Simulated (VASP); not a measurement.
A run of VASP 6.6.1 is set up as follows.

INCAR

```
SYSTEM = CuGe4
PREC = Accurate
ENCUT = 520
EDIFF = 1E-6
ISMEAR = 0
SIGMA = 0.1
LREAL = .False.
LASPH = .True.
NELM = 80
ALGO = Normal
ISIF = 2
LWAVE = .False.
LCHARG = .True.
LDIPOL = .True.
IDIPOL = 3
DIPOL = 0.5 0.5 0.328
GGA = PE
IVDW = 12
LELF = .True.
LVHAR = .True.
LVACPOTAV = .True.
NBANDS = 42
```

Contents of KPOINTS:

```
Automatic mesh
0
Gamma
  9 9 1
  0 0 0
```

Contents of POSCAR:

```
CuGe4
1.0
    4.0303587907      0.0000000000      0.0000000000
   -2.0151793953      3.4903930991      0.0000000000
    0.0000000000      0.0000000000     21.5984135941
Ge Cu
4 1
Direct
    0.3333333333      0.6666666667      0.1851987871
    0.0000000000      0.0000000000      0.2232892486
    0.0000000000      0.0000000000      0.3443139717
    0.6666666667      0.3333333333      0.3795840634
    1.3333333333      0.6666666667      0.5092232143
```

Potentials or basis: VASP PAW PBE potentials, release 64 (Ge_d, Cu).

Launch:

```console
$ cat potpaw_PBE.64/Ge_d/POTCAR potpaw_PBE.64/Cu/POTCAR > POTCAR
$ mpirun -np 1 vasp_std > vasp.out
```

(1) Predict the dispersion energy per atom.

(2) Estimate the largest force.

## Answers

(1) -0.242 eV.

(2) 0.753 eV/Å.
